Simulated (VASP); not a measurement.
Here is a VASP 6.6.1 calculation.

File INCAR:

```
  PREC = Accurate
  ENCUT = 600
  EDIFF = 1E-7
  ISMEAR = 0
  SIGMA = 0.05
  LREAL = F
  LASPH = T
  NELM = 150
  ALGO = Normal
  ISIF = 4
  LWAVE = F
  LCHARG = F
  ISPIN = 2
  MAGMOM = 2.85 -2.85 -0.01 0.01 -0.01 0.01
  LORBIT = 11
  LMAXMIX = 4
  LDAU = T
  LDAUTYPE = 2
  LDAUL = 2 -1
  LDAUU = 3.9 0
  LDAUJ = 0 0
  LDAUPRINT = 1
  GGA = PE
  IBRION = 2
  NSW = 60
  EDIFFG = -0.01
```

File KPOINTS:

```
regular mesh
0
Gamma
  6 6 8
```

File POSCAR:

```
MnO2
1.0
    4.4051900364      0.0000000178      0.0000000000
    0.0000000178      4.4051900364      0.0000000000
    0.0000000000      0.0000000000      2.9103603572
Mn O
2 4
Direct
    0.0000000000      0.0000000000      0.0000000000
    0.5000000000      0.5000000000      0.5000000000
    0.3059815712      0.3059815712      0.0000000000
    0.1940184293      0.8059815707      0.5000000000
    0.6940184288      0.6940184288      0.0000000000
    0.8059815707      0.1940184293      0.5000000000
```

Potentials or basis: VASP PAW PBE potentials, release 64 (Mn_pv, O).

Launch:

```console
$ cat potpaw_PBE.64/Mn_pv/POTCAR potpaw_PBE.64/O/POTCAR > POTCAR
$ mpirun -np 1 vasp_std > vasp.out
```

Q: What does it give for the band gap on the k mesh?

A: 0.32 eV, direct.

Q: Estimate the site moments.

A: Mn +2.95, -2.95; O -0.01, +0.01 μB.

Q: What does it give for the net moment?

A: 0.00 μB per cell.

Step by step:
| step | energy change (eV) | largest force (eV/Å) | pressure (GPa) | volume (Å³) |
| --- | --- | --- | --- | --- |
| 1 | 0.0000 | 0.1127 | 5.81 | 56.48 |
| 2 | -0.0007 | 0.0517 | 5.49 | 56.48 |
| 3 | -0.0009 | 0.0038 | 5.59 | 56.48 |

Caveat: the cell differs from its parent crystal (volume scaled by 0.980). The state reached can hang on the start; a lower one may exist.
